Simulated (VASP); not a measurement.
Crystal: TlBH.

```
Tl B H
1.0
     3.64264    0.00000    0.00000
    -1.82132    3.15462    0.00000
     0.00000    0.00000    7.22621
Tl B H
2 2 2
Cartesian
  0.0000 2.1031 1.8066
  1.8213 1.0515 5.4197
  0.0000 0.0000 0.0000
  0.0000 0.0000 3.6131
  0.0000 2.1031 5.4197
  1.8213 1.0515 1.8066
```

The cell was built from a structure type or drawn by symmetry, and may not be a known phase.

| Property | Result |
| --- | --- |
| Program | VASP 6.6.1 |
| Task | relaxation of cell and atoms |
| Functional | PBE |
| Potentials or basis | VASP PAW PBE potentials, release 64 (Tl_d, B, H) |
| Cutoff | 600 eV |
| k mesh | 12 × 12 × 6 |
| Occupations | gaussian, width 0.1 eV |
| Spin | no spin polarisation |

At the start: pressure 0.3 GPa; volume 13.84 Å³/atom.

Problem. How do energy, volume and symmetry change on relaxing?

Solution. Over 5 steps the energy falls by 24.4 meV/atom and the volume is 13.52 Å³/atom (-2.3 %); space group P6_3/mmc (No. 194, to 0.1 Å) before and after.

Step by step:
```
step  energy change (eV)  largest force (eV/Å)  pressure (GPa)  volume (Å³)
   1              0.0000                0.0000            0.32        83.04
   2             -0.0480                0.0000           -0.26        83.36
   3             -0.1276                0.0000           -1.71        84.12
   4             -0.1461                0.0000           -0.21        81.42
   5             -0.1463                0.0000           -0.05        81.14
```

Final structure:
```
Tl B H
1.0
     3.76205    0.00000    0.00000
    -1.88103    3.25803    0.00000
     0.00000    0.00000    6.61956
Tl B H
2 2 2
Direct
  0.33333 0.66667 0.25000
  0.66667 0.33333 0.75000
  0.00000 0.00000 0.00000
  0.00000 0.00000 0.50000
  0.33333 0.66667 0.75000
  0.66667 0.33333 0.25000
```
